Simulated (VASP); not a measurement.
Here is a VASP 6.6.1 calculation.

Contents of INCAR:

```
PREC = Accurate
ENCUT = 600
EDIFF = 1E-7
ISMEAR = 0
SIGMA = 0.1
LREAL = F
LASPH = T
NELM = 120
ALGO = Normal
ISIF = 3
LWAVE = F
LCHARG = F
GGA = PE
IBRION = 2
NSW = 100
EDIFFG = -0.01
GGA_COMPAT = F
NELMIN = 4
KPAR = 4
```

The input KPOINTS:

```
regular mesh
0
Gamma
  12 12 12
```

File POSCAR:

```
Be2S3
1.0
    2.9407335865      1.6978333278      4.6908000836
   -2.9407335865      1.6978333278      4.6908000836
    0.0000000000     -3.3956666555      4.6908000836
Be S
4 6
Direct
    0.8558920137      0.8558920137      0.8558920137
    0.6441079863      0.6441079863      0.6441079863
    0.1441079863      0.1441079863      0.1441079863
    0.3558920137      0.3558920137      0.3558920137
    0.0807673855      0.4192326145      0.7500000000
    0.7500000000      0.0807673855      0.4192326145
    0.4192326145      0.7500000000      0.0807673855
    0.9192326145      0.5807673855      0.2500000000
    0.2500000000      0.9192326145      0.5807673855
    0.5807673855      0.2500000000      0.9192326145
```

Potentials or basis: VASP PAW PBE potentials, release 64 (Be, S).

Run with:

```sh
$ cat potpaw_PBE.64/Be/POTCAR potpaw_PBE.64/S/POTCAR > POTCAR
$ mpirun -np 4 vasp_std > vasp.out
```

(1) What does it give for the relaxed volume?

(2) What does it give for the band gap on the k mesh?

(3) Estimate the space group after relaxing (to 0.1 Å).

Answers

(1) 14.11 Å³/atom.

(2) zero (bands 22 and 23 overlap by 1.38 eV).

(3) R-3c (No. 167).
